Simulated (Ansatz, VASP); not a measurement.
# SnTe: VASP beside Ansatz

```
Sn Te
1.0
     0.00000    3.18933    3.15744
     3.18933    0.00000    3.15744
     3.18933    3.18933    0.00000
Sn Te
1 1
Direct
  0.00000 0.00000 0.00000
  0.50000 0.50000 0.50000
```

Change from the starting cell: uniaxial_z strain -1.0%.

Alike in both runs: task single point; functional r2SCAN; k mesh 8 × 8 × 8; occupations fermi-dirac, width 0.02 eV; non-collinear spin, spin-orbit coupling.

```csv
,VASP,Ansatz
version,VASP 6.6.1,Ansatz 0.2.0
potentials or method,"VASP PAW PBE potentials, release 64 (Sn_d, Te)","plane waves, PAW"
plane-wave cutoff (eV),520,500
valence electrons in the cell,20,30
```

VASP gave:

```
pressure (GPa)                                                : 0.3
traceless stress, the component that is largest in VASP (GPa) : 0.82
net moment per atom (μB)                                      : 0.00
```

**Question.** Estimate Ansatz's values.

**Answer.** Pressure (GPa): 0.3; traceless stress, the component that is largest in VASP (GPa): 0.81; net moment per atom (μB): 0.00.

VASP's potentials were made for PBE, not for r2SCAN. VASP's potentials hold 20 valence electrons a cell and Ansatz's 30, so a difference there can come from the potentials and not from the codes.
